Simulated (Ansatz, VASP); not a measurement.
# Bi in VASP and in Ansatz

File INCAR:

```
SYSTEM = Bi
ALGO = Normal
EDIFF = 1E-6
ENCUT = 520
GGA = PS
ISIF = 2
ISMEAR = -1
LASPH = .TRUE.
LCHARG = .TRUE.
LELF = .TRUE.
LREAL = .FALSE.
LVHAR = .TRUE.
LWAVE = .FALSE.
NBANDS = 22
NELM = 80
PREC = Accurate
SIGMA = 0.03
```

Contents of KPOINTS:

```
k-points
0
G
  10 10 10
  0 0 0
```

File POSCAR:

```
Bi
1.0
    2.3175796175      1.3380552160      4.0315490999
   -2.3175796175      1.3380552160      4.0315490999
    0.0000000000     -2.6761104319      4.0315490999
Bi
2
Direct
    0.2338900000      0.2338900000      0.2338900000
    0.7661100000      0.7661100000      0.7661100000
```

Input for Ansatz:

```yaml
crystal:
  lattice:
    - [2.3175796175, 1.338055216, 4.0315490999]
    - [-2.3175796175, 1.338055216, 4.0315490999]
    - [0.0, -2.6761104319, 4.0315490999]
  atoms:
    - { symbol: Bi, position: [0.23389, 0.23389, 0.23389] }
    - { symbol: Bi, position: [0.76611, 0.76611, 0.76611] }
kpoints:
  mp_grid: { grid: [10, 10, 10] }
  band_path:
    path:
      - [0.0, 0.0, 0.0]
      - [0.5, 0.5, 0.5]
      - [0.7598966753, 0.2401033247, 0.5]
      - [0.5, -0.2401033247, 0.2401033247]
      - [0.5, 0.0, 0.0]
      - [0.0, 0.0, 0.0]
      - [0.3700516624, -0.3700516624, 0.0]
      - [0.6299483376, 0.0, 0.3700516624]
      - [0.5, 0.0, 0.5]
    npoints: 5
scf:
  occupations: { method: fermi_dirac, width: 0.03 }
hamiltonian:
  xc: pbesol
  pseudopotentials: { kind: all_electron, lapw: { basis_error: 0.0005 } }
output:
  forces: true
  stress: true
  eigenvalues: true
```

Change from the starting cell: volume scaled by 1.06.

Alike in both runs: task single point; functional PBEsol; k mesh 10 × 10 × 10; occupations fermi-dirac, width 0.03 eV; no spin polarisation.

|  | VASP | Ansatz |
| --- | --- | --- |
| version | VASP 6.6.1 | Ansatz 0.2.0 |
| potentials or method | VASP PAW PBE potentials, release 64 (Bi_d), cutoff 520 eV | all-electron LAPW, scalar-relativistic |

VASP gave:

```
pressure (GPa)                                                : -3.1
traceless stress, the component that is largest in VASP (GPa) : 0.31
rms of the force components (eV/Å)                            : 0.074
```

Which values does Ansatz return?

Pressure (GPa): -3.0; traceless stress, the component that is largest in VASP (GPa): 0.31; rms of the force components (eV/Å): 0.077.

VASP's potentials were made for PBE, not for PBEsol. Atom by atom the forces differ by 0.003 eV/Å (rms over components). Ansatz ran all-electron here, and VASP with PAW potentials.

Neither program's run includes spin-orbit coupling.
